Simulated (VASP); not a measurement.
A run of VASP 6.6.1:

The input POSCAR:

```
MgO
1.0
    0.0000000000      2.1055000000      2.1055000000
    2.1055000000      0.0000000000      2.1055000000
    2.1055000000      2.1055000000      0.0000000000
Mg O
1 1
Direct
    0.0000000000      0.0000000000      0.0000000000
    0.5000000000      0.5000000000      0.5000000000
```

The input INCAR.step1:

```
SYSTEM = MgO
ALGO = Normal ; EDIFF = 1E-5
ENCUT = 660 ; GGA = PE
GGA_COMPAT = .FALSE. ; ISMEAR = -1
LASPH = .TRUE. ; LCHARG = .FALSE.
LREAL = .FALSE. ; LWAVE = .TRUE.
NBANDS = 11 ; NELM = 120
PREC = Accurate ; SIGMA = 0.003
```

INCAR.step2

```
SYSTEM = MgO
ALGO = Normal ; EDIFF = 1E-6
ENCUT = 660 ; GGA_COMPAT = .FALSE.
ISIF = 2 ; ISMEAR = -1
ISTART = 1 ; LASPH = .TRUE.
LCHARG = .FALSE. ; LMIXTAU = .TRUE.
LREAL = .FALSE. ; LWAVE = .FALSE.
METAGGA = R2SCAN ; NBANDS = 11
NELM = 120 ; PREC = Accurate
SIGMA = 0.003
```

File KPOINTS:

```
k-points
0
G
  8 8 8
  0 0 0
```

Potentials or basis: VASP PAW PBE potentials, release 64 (Mg, O).

Launch:

```console
$ cat potpaw_PBE.64/Mg/POTCAR potpaw_PBE.64/O/POTCAR > POTCAR
$ cp INCAR.step1 INCAR
$ mpirun -np 1 vasp_std > vasp.out
$ cp INCAR.step2 INCAR
$ mpirun -np 1 vasp_std > vasp.out
```

Hardware: 1 thread of Intel Xeon 8259CL, with other jobs on the host.

Problem. Estimate the wall time of this run.

Solution. Wall time 68 s on 1 thread of Intel Xeon 8259CL (shared host), peak memory 0.17 GiB. Counts: k points 29.
